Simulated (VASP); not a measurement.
The system is Hf2TaN2.

```
CELL_PARAMETERS angstrom
4.54001 0.00000 0.00000
-2.27000 3.93176 0.00000
0.00000 0.00000 4.13144
ATOMIC_POSITIONS crystal
Hf 0.33333 0.66667 0.50000
Hf 0.66667 0.33333 0.50000
Ta 0.00000 0.00000 0.00000
N 0.33333 0.66667 0.00000
N 0.66667 0.33333 0.00000
```

```yaml
Program: VASP 6.6.1
Task: relaxation of cell and atoms
Functional: PBE
Potentials_or_basis: VASP PAW PBE potentials, release 64 (Hf_pv, Ta_pv, N)
Cutoff: 600 eV
k_mesh: 6 × 6 × 4
Occupations: gaussian, width 0.1 eV
Spin: no spin polarisation
```

At the start: pressure 1.9 GPa; volume 14.75 Å³/atom.

Task: Where does the relaxation end?

Result: Over 5 steps the energy falls by 14.8 meV/atom and the volume is 15.20 Å³/atom (+3.1 %); space group P6/mmm (No. 191, to 0.05 Å).

The path:
```csv
step,energy change (eV),largest force (eV/Å),pressure (GPa),volume (Å³)
1,0.0000,0.0000,1.94,73.75
2,-0.0005,0.0000,4.38,75.58
3,-0.0629,0.0000,2.81,74.69
4,-0.0584,0.0000,-3.16,77.64
5,-0.0739,0.0000,-0.03,76.02
```

Final structure:
```
CELL_PARAMETERS angstrom
4.63230 0.00000 0.00000
-2.31615 4.01169 0.00000
0.00000 0.00000 4.09050
ATOMIC_POSITIONS crystal
Hf 0.33333 0.66667 0.50000
Hf 0.66667 0.33333 0.50000
Ta 0.00000 0.00000 0.00000
N 0.33333 0.66667 0.00000
N 0.66667 0.33333 0.00000
```

Caveat: the k points lie up to 0.38 Å⁻¹ apart in the final cell.
